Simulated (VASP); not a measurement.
# CaSe (Fm-3m) in VASP: dielectric tensor with r2SCAN

Aim: the dielectric tensor of CaSe with r2SCAN.

Program: VASP 6.6.1. These are calculated values, not measurements. Logs are shortened: lines on timing, memory, paths and dates and some standing lists are left out, and cuts for length are marked.

### 1 The cell of the first run

The structure is cubic, space group Fm-3m (No. 225). The conventional cell has a = 5.935 Å, b = 5.935 Å, c = 5.935 Å, α = 90.00°, β = 90.00°, γ = 90.00°. Within 3.9 Å of Ca (site symmetry m-3m) lie 6 Se at 2.97 Å. Within 3.9 Å of Se (site symmetry m-3m) lie 6 Ca at 2.97 Å.

### 2 Dielectric tensor, r2SCAN

INCAR

```
ALGO = Normal
EDIFF = 1E-8
ENCUT = 520
ISIF = 2
ISMEAR = 0
LASPH = True
LCALCEPS = True
LCHARG = False
LMIXTAU = True
LREAL = False
LWAVE = False
METAGGA = R2SCAN
NELM = 100
PREC = Accurate
SIGMA = 0.01
```

KPOINTS

```
k-points
0
Gamma
  6 6 6
```

POSCAR

```
CaSe
1.0
    0.0000000000      2.9675351118      2.9675351118
    2.9675351118      0.0000000000      2.9675351118
    2.9675351118      2.9675351118      0.0000000000
Ca Se
1 1
Direct
    0.0000000000      0.0000000000      0.0000000000
    0.5000000000      0.5000000000      0.5000000000
```

Potentials or basis: VASP PAW PBE potentials, release 64 (Ca_sv, Se).

Launch:

```sh
$ cat potpaw_PBE.64/Ca_sv/POTCAR potpaw_PBE.64/Se/POTCAR > POTCAR
$ mpirun -np 1 vasp_std > vasp.out
```

OUTCAR:

```text
EDIFF = 1E-8
   ENCUT = 520
   ISIF = 2
   ISMEAR = 0
   LASPH = True
   LREAL = False
   METAGGA = R2SCAN
   NELM = 100
   PREC = Accurate

 ion  position               nearest neighbor table
   1  0.000  0.000  0.000-   2 2.97   2 2.97   2 2.97   2 2.97   2 2.97   2 2.97
   2  0.500  0.500  0.500-   1 2.97   1 2.97   1 2.97   1 2.97   1 2.97   1 2.97

  LATTYP: Found a face centered cubic cell.
 ALAT       =     5.9350702236

  Lattice vectors:

 A1 = (   0.0000000000,   2.9675351118,   2.9675351118)
 A2 = (   2.9675351118,   0.0000000000,   2.9675351118)
 A3 = (   2.9675351118,   2.9675351118,   0.0000000000)

Analysis of symmetry for initial positions (statically):
=====================================================================
 Subroutine PRICEL returns:
 Original cell was already a primitive cell.

 Routine SETGRP: Setting up the symmetry group for a
 face centered cubic supercell.

 Subroutine GETGRP returns: Found 48 space group operations
 (whereof 48 operations were pure point group operations)
 out of a pool of 48 trial point group operations.

The static configuration has the point symmetry O_h .

Analysis of symmetry for dynamics (positions and initial velocities):
=====================================================================
 Subroutine PRICEL returns:
 Original cell was already a primitive cell.

 Routine SETGRP: Setting up the symmetry group for a
 face centered cubic supercell.

 Subroutine GETGRP returns: Found 48 space group operations
 (whereof 48 operations were pure point group operations)
 out of a pool of 48 trial point group operations.

The dynamic configuration has the point symmetry O_h .

 Subroutine INISYM returns: Found 48 space group operations
 (whereof 48 operations are pure point group operations),
 and found     1 'primitive' translations

----------------------------------------------------------------------------------------

                                     Primitive cell

  volume of cell :      52.2658

  direct lattice vectors                    reciprocal lattice vectors
     0.000000000  2.967535112  2.967535112    -0.168490003  0.168490003  0.168490003
     2.967535112  0.000000000  2.967535112     0.168490003 -0.168490003  0.168490003
     2.967535112  2.967535112  0.000000000     0.168490003  0.168490003 -0.168490003

  length of vectors
     4.196728402  4.196728402  4.196728402     0.291833246  0.291833246  0.291833246

  position of ions in fractional coordinates (direct lattice)
     0.000000000  0.000000000  0.000000000
     0.500000000  0.500000000  0.500000000

  ion indices of the primitive-cell ions
   primitive index   ion index
                 1           1
                 2           2

----------------------------------------------------------------------------------------

 KPOINTS: k-points

Automatic generation of k-mesh.
 Grid dimensions read from file:
 generate k-points for:    6    6    6

 Generating k-lattice:

  Cartesian coordinates                     Fractional coordinates (reciprocal lattice)
    -0.028081667  0.028081667  0.028081667     0.166666667  0.000000000  0.000000000
     0.028081667 -0.028081667  0.028081667     0.000000000  0.166666667  0.000000000
     0.028081667  0.028081667 -0.028081667     0.000000000  0.000000000  0.166666667

  Length of vectors
     0.048638874  0.048638874  0.048638874

  Shift w.r.t. Gamma in fractional coordinates (k-lattice)
     0.000000000  0.000000000  0.000000000

 Subroutine IBZKPT returns following result:
 ===========================================

 Found     16 irreducible k-points:

 Following reciprocal coordinates:
            Coordinates               Weight
  0.000000  0.000000  0.000000      1.000000
  0.166667  0.000000  0.000000      8.000000
[... 24 lines left out ...]
   ISTART =      0    job   : 0-new  1-cont  2-samecut
   ICHARG =      2    charge: 1-file 2-atom 10-const
   ISPIN  =      1    spin polarized calculation?
   LNONCOLLINEAR =      F non collinear calculations
   LSORBIT =      F    spin-orbit coupling
   LASPH  =      T    aspherical Exc in radial PAW
   ENCUT  =  520.0 eV  38.22 Ry    6.18 a.u.   7.80  7.80  7.80*2*pi/ulx,y,z
   NELM   =    100;   NELMIN=  2; NELMDL= -5     # of ELM steps
   EDIFF  = 0.1E-07   stopping-criterion for ELM
   LREAL  =      F    real-space projection
   EDIFFG = 0.1E-06   stopping-criterion for IOM
   NSW    =      0    number of steps for IOM
   IBRION =     -1    ionic relax: 0-MD 1-quasi-New 2-CG
   NFREE  =      0    steps in history (QN), initial steepest desc. (CG)
   ISIF   =      2    stress and relaxation
   ISYM   =      2    0-nonsym 1-usesym 2-fastsym
   POTIM  = 0.5000    time-step for ionic-motion
   TEBEG  =    0.0;   TEEND  =   0.0 temperature during run
   PSTRESS=    0.0 pullay stress
   NELECT =      16.0000    total number of electrons
   NUPDOWN=      -1.0000    fix difference up-down
   EMIN   =  10.00;   EMAX   =-10.00  energy-range for DOS
   EFERMI =   0.00;   METHOD = LEGACY
   ISMEAR =     0;   SIGMA  =   0.01  broadening in eV -4-tet -1-fermi 0-gaus
   EFERMI_NEDOS =   21; number of points for ismear=-14 and -15
   IALGO  =     38    algorithm
   IMIX   =      4    mixing-type and parameters
     AMIX     =   0.40;   BMIX     =  1.00
     AMIX_MAG =   1.60;   BMIX_MAG =  1.00
  volume/ion in A,a.u.               =      26.13       176.35
  Fermi-wavevector in a.u.,A,eV,Ry     =   1.103339  2.085008 16.563146  1.217357
  Thomas-Fermi vector in A             =   2.239796
   LORBIT       =      0    0 simple, 1 ext, 2 COOP (PROOUT), +10 PAW based schemes
   METAGGA = R2SCAN    functional components
   LHFCALC =     F    Hartree Fock is set to
   AEXX    =    0.0000 exact exchange contribution
   IVDW    =     0    specifies the selected vdW correction
   LEPSILON=     F    determine dielectric tensor
   LRPA    =     F    only Hartree local field effects (RPA)
   LRPA       =     F
 non-spin polarized calculation
 Gauss-broadening in eV      SIGMA  =   0.01
  energy-cutoff  :      520.00
  volume of cell :       52.27
 maximum number of plane-waves:      1420
   NGX = 15   NGY = 15   NGZ = 15

 Total electronic dipole moment: p[elc]=(     0.00000    -0.00000     0.00000 ) |e| Angst

 number of electron      15.9999997 magnetization

 Free energy of the ion-electron system (eV)
  ---------------------------------------------------
  ext. energy  EPLUGINS =         0.00000000
  ---------------------------------------------------
  free energy    TOTEN  =       -25.97859842 eV

  energy without entropy =      -25.97859842  energy(sigma->0) =      -25.97859842

 E-fermi :   2.2495     XC(G=0):  -9.5352

 val. band max:        2.1151577823   @ k =   0.0000   0.0000   0.0000
 cond. band min:   10000.0000000000   @ k =   0.0000   0.0000   0.0000
 fundamental gap:   9997.8848422177
 Fermi energy:         2.2494771006

 k-point     1 :       0.0000    0.0000    0.0000
  band No.  band energies     occupation
      1     -39.2139      2.00000
      2     -19.3233      2.00000
      3     -19.3233      2.00000
      4     -19.3233      2.00000
      5     -10.0435      2.00000
      6       2.1151      2.00000
      7       2.1151      2.00000
      8       2.1152      2.00000
      9   10000.0000      0.00000
     10   10000.0000      0.00000
     11   10000.0000      0.00000
     12   10000.0000      0.00000
[... 331 lines left out ...]
 k-point    24 :       0.0000    0.3333    0.1667
  band No.  band energies     occupation
      1     -39.2091      2.00000
      2     -19.3872      2.00000
      3     -19.3368      2.00000
      4     -19.3356      2.00000
      5      -9.5962      2.00000
      6      -0.1702      2.00000
      7       1.1600      2.00000
      8       1.3530      2.00000
      9   10000.0000      0.00000
     10   10000.0000      0.00000
     11   10000.0000      0.00000
     12   10000.0000      0.00000

 [... further k-points ...]

------------------------ aborting loop because EDIFF is reached ----------------------------------------

            Ionic dipole moment: p[ion]=(   -17.80521   -17.80521   -17.80521 ) |e| Angst

 Total electronic dipole moment: p[elc]=(     0.00000     0.00000     0.01167 ) |e| Angst

 MACROSCOPIC STATIC DIELECTRIC TENSOR (including local field effects)
 ------------------------------------------------------
           5.040670     0.000000    -0.000000
          -0.000000     5.040670     0.000000
          -0.000000     0.000000     5.040670
 ------------------------------------------------------

 PIEZOELECTRIC TENSOR (including local field effects) (e Angst)
          XX          YY          ZZ          XY          YZ          ZX
  --------------------------------------------------------------------------------
  x     0.00000     0.00000     0.00000     0.00000     0.00000     0.00000
  y     0.00000     0.00000     0.00000     0.00000     0.00000     0.00000
  z     0.00000     0.00000     0.00000     0.00000     0.00000     0.00000

 PIEZOELECTRIC TENSOR (including local field effects) (C/m^2)
          XX          YY          ZZ          XY          YZ          ZX
  --------------------------------------------------------------------------------
  x     0.00000     0.00000     0.00000     0.00000     0.00000     0.00000
  y     0.00000     0.00000     0.00000     0.00000     0.00000     0.00000
  z     0.00000     0.00000     0.00000     0.00000     0.00000     0.00000

 BORN EFFECTIVE CHARGES (including local field effects) (in |e|, cummulative output)
 ---------------------------------------------------------------------------------
 ion    1
    1     2.32119     0.00000     0.00000
    2     0.00000     2.32119     0.00000
    3     0.00000     0.00000     2.32119
 ion    2
    1    -2.32119     0.00000    -0.00000
    2    -0.00000    -2.32119    -0.00000
    3     0.00000     0.00000    -2.32119

  FORCE on cell =-STRESS in cart. coord.  units (eV):
  Direction    XX          YY          ZZ          XY          YZ          ZX
  --------------------------------------------------------------------------------------
  -------------------------------------------------------------------------------------
  Total        0.0739791      0.0739791      0.0739791      0.0000000      0.0000000     -0.0000000
  in kB        2.2677852      2.2677852      2.2677852      0.0000000      0.0000000     -0.0000000
  external PRESSURE =       2.2677852 kB  Pullay stress =       0.0000000 kB

 VOLUME and BASIS-vectors are now :
 -----------------------------------------------------------------------------
  energy-cutoff  :      520.00
  volume of cell :       52.27
      direct lattice vectors                 reciprocal lattice vectors
     0.000000000  2.967535112  2.967535112    -0.168490003  0.168490003  0.168490003
     2.967535112  0.000000000  2.967535112     0.168490003 -0.168490003  0.168490003
     2.967535112  2.967535112  0.000000000     0.168490003  0.168490003 -0.168490003

 POSITION                                       TOTAL-FORCE (eV/Angst)
 -----------------------------------------------------------------------------------
      0.00000      0.00000      0.00000        -0.000000     -0.000000      0.000000
      2.96754      2.96754      2.96754         0.000000      0.000000      0.000000
 -----------------------------------------------------------------------------------
    total drift:                                0.000000     -0.000000     -0.000000

  FREE ENERGIE OF THE ION-ELECTRON SYSTEM (eV)
  ---------------------------------------------------
  free  energy   TOTEN  =       -25.9785984240 eV

  energy  without entropy=      -25.9785984240  energy(sigma->0) =      -25.97859842
```

Run time: 15 min. Hardware: 1 thread of Intel Xeon 6975P-C (Granite Rapids), shared host; peak memory 0.35 GiB.

Results:

| Quantity | Value |
| --- | --- |
| Band gap on the k mesh | 2.52 eV (least direct gap 3.46 eV) |
| Electronic dielectric tensor (diagonal) | 5.04 |
| Born charges (mean of the diagonal) | Ca +2.32; Se -2.32 e |

Levels at points of the mesh, in eV from the valence-band top:
```
           k point  band 5  band 6  band 7  band 8  band 9  band 10  band 11  band 12
(0.00, 0.00, 0.00)  -12.16    0.00    0.00    0.00    4.08     4.23     4.23     4.23
(0.50, 0.00, 0.00)  -11.45   -3.24   -1.17   -1.17    5.10     6.07     6.09     6.09
(0.50, 0.50, 0.00)  -11.57   -2.52   -0.94   -0.94    2.52     5.60     5.76     6.62
```

Electronic dielectric tensor:
```
5.04 0.00 0.00
0.00 5.04 0.00
0.00 0.00 5.04
```

Born effective charge tensors (e):
atom 1, Ca
```
2.32 0.00 0.00
0.00 2.32 0.00
0.00 0.00 2.32
```
atom 2, Se
```
-2.32  0.00  0.00
 0.00 -2.32  0.00
 0.00  0.00 -2.32
```

Dipole moments of the cell (e·Å, modulo the quantum): ionic -17.805, -17.805, -17.805; electronic 0.000, 0.000, 0.012

Caveat: the PAW data sets were made with another functional, which shifts forces and pressure a little. A k mesh can miss the band edges.
